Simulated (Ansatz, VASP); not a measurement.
I: VASP beside Ansatz

INCAR

```
SYSTEM = I
AGGAC = 1.0 ; AGGAX = 1.0
ALDAC = 0.0 ; ALDAX = 1.0
ALGO = Normal ; EDIFF = 1E-6
ENCUT = 520 ; GGA = B5
ISIF = 2 ; ISMEAR = -1
LASPH = .TRUE. ; LCHARG = .FALSE.
LREAL = .FALSE. ; LWAVE = .FALSE.
NBANDS = 10 ; NELM = 80
PREC = Accurate ; SIGMA = 0.05
```

Contents of KPOINTS:

```
k-points
0
G
  9 9 9
  0 0 0
```

The input POSCAR:

```
I
1.0
    0.0000000000      2.3967303343      3.9612912976
    2.2210941101      0.0000000000      3.9612912976
    2.2210941101      2.3967303343      0.0000000000
I
1
Direct
    0.0000000000      0.0000000000      0.0000000000
```

input.yaml

```yaml
crystal:
  lattice:
    - [0.0, 2.3967303343, 3.9612912976]
    - [2.2210941101, 0.0, 3.9612912976]
    - [2.2210941101, 2.3967303343, 0.0]
  atoms:
    - { symbol: I, position: [0.0, 0.0, 0.0] }
hamiltonian:
  xc: blyp
  pseudopotentials: { kind: paw }
kpoints:
  mp_grid: { grid: [9, 9, 9] }
scf:
  occupations: { method: fermi_dirac, width: 0.05 }
output:
  forces: true
  stress: true
  eigenvalues: true
```

Alike in both runs: task single point; functional BLYP; k mesh 9 × 9 × 9; occupations fermi-dirac, width 0.05 eV; no spin polarisation.

```csv
,VASP,Ansatz
version,VASP 6.6.1,Ansatz 0.2.0
potentials or method,"VASP PAW PBE potentials, release 64 (I)",Ansatz PAW
plane-wave cutoff (eV),520,420
valence electrons in the cell,7,17
```

VASP gave:

| Item | Value |
| --- | --- |
| gap on the k mesh at the Fermi level (eV) | none |
| pressure (GPa) | 1.9 |
| traceless stress, the component that is largest in VASP (GPa) | 0.25 |

**Question.** Which values does Ansatz return?

**Answer.** gap on the k mesh at the Fermi level (eV): none; pressure (GPa): 1.9; traceless stress, the component that is largest in VASP (GPa): 0.23.

VASP's potentials were made for PBE, not for BLYP. A gap of «none» marks a metal or a gap that the smearing closes. VASP's potentials hold 7 valence electrons a cell and Ansatz's 17, so a difference there can come from the potentials and not from the codes.

Spin-orbit coupling is off throughout.
